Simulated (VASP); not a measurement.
# Cu (Fmmm) in VASP: a series of runs, part 2 of 2

VASP 6.6.1.

## (3) Single point, r2SCAN (strain +0.0125 x Voigt [0, 0, 0, 0, 0, 1])

Contents of POSCAR:

```
Cu
1.0
   -1.4337758618      1.4337758618      1.3760814500
    1.4337758618     -1.4337758618      1.3760814500
    1.4518107782      1.4518107782     -1.3760814500
Cu
1
Direct
    0.0000000000      0.0000000000      0.0000000000
```

Contents of INCAR.step1:

```
PREC = Accurate ; ENCUT = 520
ISMEAR = 0 ; SIGMA = 0.15
LREAL = F ; LASPH = T
NELM = 100 ; NBANDS = 12
GGA = PE ; ALGO = Normal
EDIFF = 1E-4 ; LWAVE = T
LCHARG = F
```

Contents of INCAR.step2:

```
PREC = Accurate ; ENCUT = 520
EDIFF = 1E-6 ; ISMEAR = 0
SIGMA = 0.15 ; LREAL = F
LASPH = T ; NELM = 100
ALGO = Normal ; ISIF = 2
LWAVE = F ; LCHARG = F
METAGGA = R2SCAN ; LMIXTAU = T
NBANDS = 12 ; ISTART = 1
```

Contents of KPOINTS:

```
regular mesh
0
Gamma
  24 24 24
```

Potentials or basis: VASP PAW PBE potentials, release 64 (Cu).

Launch:

```sh
cat potpaw_PBE.64/Cu/POTCAR > POTCAR
cp INCAR.step1 INCAR
mpirun -np 1 vasp_std > vasp.out
cp INCAR.step2 INCAR
mpirun -np 1 vasp_std > vasp.out
```

OUTCAR:

```text
PREC = Accurate
   ENCUT = 520
   EDIFF = 1E-6
   ISMEAR = 0
   LREAL = F
   LASPH = T
   NELM = 100
   ISIF = 2
   METAGGA = R2SCAN
   ISTART = 1

 ion  position               nearest neighbor table
   1  0.000  0.000  0.000-

  LATTYP: Found a face centered orthorhombic cell.
 ALAT       =     2.7521629000
 B/A-ratio  =     1.4735067239
 C/A-ratio  =     1.4920413995

  Lattice vectors:

 A1 = (   2.8855866400,   0.0180349164,   0.0000000000)
 A2 = (   1.4518107782,   1.4518107782,   1.3760814500)
 A3 = (   1.4337758618,  -1.4337758618,   1.3760814500)

Analysis of symmetry for initial positions (statically):
=====================================================================
 Subroutine PRICEL returns:
 Original cell was already a primitive cell.

 Routine SETGRP: Setting up the symmetry group for a
 face centered orthorhombic supercell.

 Subroutine GETGRP returns: Found  8 space group operations
 (whereof  8 operations were pure point group operations)
 out of a pool of  8 trial point group operations.

The static configuration has the point symmetry D_2h.

Analysis of symmetry for dynamics (positions and initial velocities):
=====================================================================
 Subroutine PRICEL returns:
 Original cell was already a primitive cell.

 Routine SETGRP: Setting up the symmetry group for a
 face centered orthorhombic supercell.

 Subroutine GETGRP returns: Found  8 space group operations
 (whereof  8 operations were pure point group operations)
 out of a pool of  8 trial point group operations.

The dynamic configuration has the point symmetry D_2h.

 Subroutine INISYM returns: Found  8 space group operations
 (whereof  8 operations are pure point group operations),
 and found     1 'primitive' translations

----------------------------------------------------------------------------------------

                                     Primitive cell

  volume of cell :      11.4576

  direct lattice vectors                    reciprocal lattice vectors
    -1.433775862  1.433775862  1.376081450    -0.002166022  0.346563520  0.363350585
     1.433775862 -1.433775862  1.376081450     0.346563520 -0.002166022  0.363350585
     1.451810778  1.451810778 -1.376081450     0.344397498  0.344397498  0.000000000

  length of vectors
     2.450515579  2.450515579  2.471661228     0.502130076  0.502130076  0.487051613

  position of ions in fractional coordinates (direct lattice)
     0.000000000  0.000000000  0.000000000

  ion indices of the primitive-cell ions
   primitive index   ion index
                 1           1

----------------------------------------------------------------------------------------

 KPOINTS: regular mesh

Automatic generation of k-mesh.
 Grid dimensions read from file:
 generate k-points for:   24   24   24

 Generating k-lattice:

  Cartesian coordinates                     Fractional coordinates (reciprocal lattice)
    -0.000090251  0.014440147  0.015139608     0.041666667  0.000000000  0.000000000
     0.014440147 -0.000090251  0.015139608     0.000000000  0.041666667  0.000000000
     0.014349896  0.014349896  0.000000000     0.000000000  0.000000000  0.041666667

  Length of vectors
     0.020922086  0.020922086  0.020293817

  Shift w.r.t. Gamma in fractional coordinates (k-lattice)
     0.000000000  0.000000000  0.000000000

 Subroutine IBZKPT returns following result:
 ===========================================

 Found   1963 irreducible k-points:

 Following reciprocal coordinates:
            Coordinates               Weight
  0.000000  0.000000  0.000000      1.000000
  0.041667 -0.000000  0.000000      8.000000
  0.083333 -0.000000  0.000000      8.000000
  0.125000 -0.000000  0.000000      8.000000
  0.166667 -0.000000  0.000000      8.000000
  0.208333 -0.000000 -0.000000      8.000000
[... 16 lines left out ...]
  0.416667  0.041667 -0.000000      8.000000
  0.458333  0.041667 -0.000000      8.000000
 [... further k-points ...]
   k-points           NKPTS =   1963   k-points in BZ     NKDIM =   1963   number of bands    NBANDS=     12
   number of dos      NEDOS =    301   number of ions     NIONS =      1
   total plane-waves  NPLWV =   5832
   dimension x,y,z NGX =    18 NGY =   18 NGZ =   18
   dimension x,y,z NGXF=    36 NGYF=   36 NGZF=   36
   ions per type =               1
   NGX,Y,Z   is equivalent  to a cutoff of  12.21, 12.21, 12.11 a.u.
   NGXF,Y,Z  is equivalent  to a cutoff of  24.42, 24.42, 24.21 a.u.
 SYSTEM =  unknown system
   PREC   = accura    normal or accurate (medium, high low for compatibility)
   ISTART =      1    job   : 0-new  1-cont  2-samecut
   ICHARG =      0    charge: 1-file 2-atom 10-const
   ISPIN  =      1    spin polarized calculation?
   LNONCOLLINEAR =      F non collinear calculations
   LSORBIT =      F    spin-orbit coupling
   LASPH  =      T    aspherical Exc in radial PAW
   ENCUT  =  520.0 eV  38.22 Ry    6.18 a.u.   4.56  4.56  4.60*2*pi/ulx,y,z
   NELM   =    100;   NELMIN=  2; NELMDL=  0     # of ELM steps
   EDIFF  = 0.1E-05   stopping-criterion for ELM
   LREAL  =      F    real-space projection
   EDIFFG = 0.1E-04   stopping-criterion for IOM
   NSW    =      0    number of steps for IOM
   IBRION =     -1    ionic relax: 0-MD 1-quasi-New 2-CG
   NFREE  =      0    steps in history (QN), initial steepest desc. (CG)
   ISIF   =      2    stress and relaxation
   ISYM   =      2    0-nonsym 1-usesym 2-fastsym
   POTIM  = 0.5000    time-step for ionic-motion
   TEBEG  =    0.0;   TEEND  =   0.0 temperature during run
   PSTRESS=    0.0 pullay stress
   NELECT =      11.0000    total number of electrons
   NUPDOWN=      -1.0000    fix difference up-down
   EMIN   =  10.00;   EMAX   =-10.00  energy-range for DOS
   EFERMI =   0.00;   METHOD = LEGACY
   ISMEAR =     0;   SIGMA  =   0.15  broadening in eV -4-tet -1-fermi 0-gaus
   EFERMI_NEDOS =   21; number of points for ismear=-14 and -15
   IALGO  =     38    algorithm
   IMIX   =      4    mixing-type and parameters
     AMIX     =   0.40;   BMIX     =  1.00
     AMIX_MAG =   1.60;   BMIX_MAG =  1.00
  volume/ion in A,a.u.               =      11.46        77.32
  Fermi-wavevector in a.u.,A,eV,Ry     =   1.615005  3.051917 35.487284  2.608242
  Thomas-Fermi vector in A             =   2.709823
   LORBIT       =      0    0 simple, 1 ext, 2 COOP (PROOUT), +10 PAW based schemes
   METAGGA = R2SCAN    functional components
   LHFCALC =     F    Hartree Fock is set to
   AEXX    =    0.0000 exact exchange contribution
   IVDW    =     0    specifies the selected vdW correction
   LEPSILON=     F    determine dielectric tensor
   LRPA    =     F    only Hartree local field effects (RPA)
 non-spin polarized calculation
 Gauss-broadening in eV      SIGMA  =   0.15
  energy-cutoff  :      520.00
  volume of cell :       11.46
 maximum number of plane-waves:       327
   NGX =  9   NGY =  9   NGZ =  9

 number of electron      10.9999999 magnetization

 Free energy of the ion-electron system (eV)
  ---------------------------------------------------
  ext. energy  EPLUGINS =         0.00000000
  ---------------------------------------------------
  free energy    TOTEN  =       -10.79108115 eV

  energy without entropy =      -10.78687052  energy(sigma->0) =      -10.78897583

 E-fermi :   7.7783     XC(G=0): -13.9539

 val. band max:        7.7741344851   @ k =  -0.1667   0.3750   0.2083
 cond. band min:       7.7907347478   @ k =   0.5000   0.2500   0.1250
 fundamental gap:      0.0166002628
 Fermi energy:         7.7782660476

 k-point     1 :       0.0000    0.0000    0.0000
  band No.  band energies     occupation
      1      -2.1309      2.00000
      2       4.3368      2.00000
      3       4.4891      2.00000
      4       4.5751      2.00000
      5       5.4049      2.00000
      6       5.6071      2.00000
      7      33.3483      0.00000
      8      33.8783      0.00000
      9      34.9424      0.00000
     10      37.6862      0.00000
     11      37.9507      0.00000
     12      38.2781      0.00000
[... 331 lines left out ...]
 k-point    24 :       0.4583    0.0417   -0.0000
  band No.  band energies     occupation
      1       2.4389      2.00000
      2       3.6275      2.00000
      3       5.4642      2.00000
      4       5.6753      2.00000
      5       6.1558      2.00000
      6       7.3918      1.99973
      7      12.8736      0.00000
      8      25.4455      0.00000
      9      25.8544      0.00000
     10      30.3835      0.00000
     11      33.7118      0.00000
     12      42.8456      0.00000

 [... further k-points ...]

------------------------ aborting loop because EDIFF is reached ----------------------------------------

  FORCE on cell =-STRESS in cart. coord.  units (eV):
  Direction    XX          YY          ZZ          XY          YZ          ZX
  --------------------------------------------------------------------------------------
  -------------------------------------------------------------------------------------
  Total        0.0727492      0.0727492      0.0689275     -0.1002080      0.0000000      0.0000000
  in kB       10.1728735     10.1728735      9.6384620    -14.0125659      0.0000000      0.0000000
  external PRESSURE =       9.9947364 kB  Pullay stress =       0.0000000 kB

 VOLUME and BASIS-vectors are now :
 -----------------------------------------------------------------------------
  energy-cutoff  :      520.00
  volume of cell :       11.46
      direct lattice vectors                 reciprocal lattice vectors
    -1.433775862  1.433775862  1.376081450    -0.002166022  0.346563520  0.363350585
     1.433775862 -1.433775862  1.376081450     0.346563520 -0.002166022  0.363350585
     1.451810778  1.451810778 -1.376081450     0.344397498  0.344397498  0.000000000

 POSITION                                       TOTAL-FORCE (eV/Angst)
 -----------------------------------------------------------------------------------
      0.00000      0.00000      0.00000        -0.000000      0.000000      0.000000
 -----------------------------------------------------------------------------------
    total drift:                                0.000000      0.000000      0.000000

  FREE ENERGIE OF THE ION-ELECTRON SYSTEM (eV)
  ---------------------------------------------------
  free  energy   TOTEN  =       -10.7910811458 eV

  energy  without entropy=      -10.7868705207  energy(sigma->0) =      -10.78897583
```

It took 15 min on 1 thread of Intel Xeon Platinum 8259CL at 2.50GHz (Skylake/Cascade Lake), shared host; peak memory 0.36 GiB.

What came out:

```
Free energy            : -10.7911 eV
Pressure               : 1.0 GPa
Band gap on the k mesh : zero (an odd number of electrons rules out a gap without spin polarisation)
```

Stress tensor (GPa, compression positive):
```
 1.02 -1.40  0.00
-1.40  1.02  0.00
 0.00  0.00  0.96
```

Caveat: the cell differs from its parent crystal (strain +0.0125 x Voigt [0, 0, 0, 0, 0, 1]); the PAW data sets were made with another functional, which shifts forces and pressure a little.
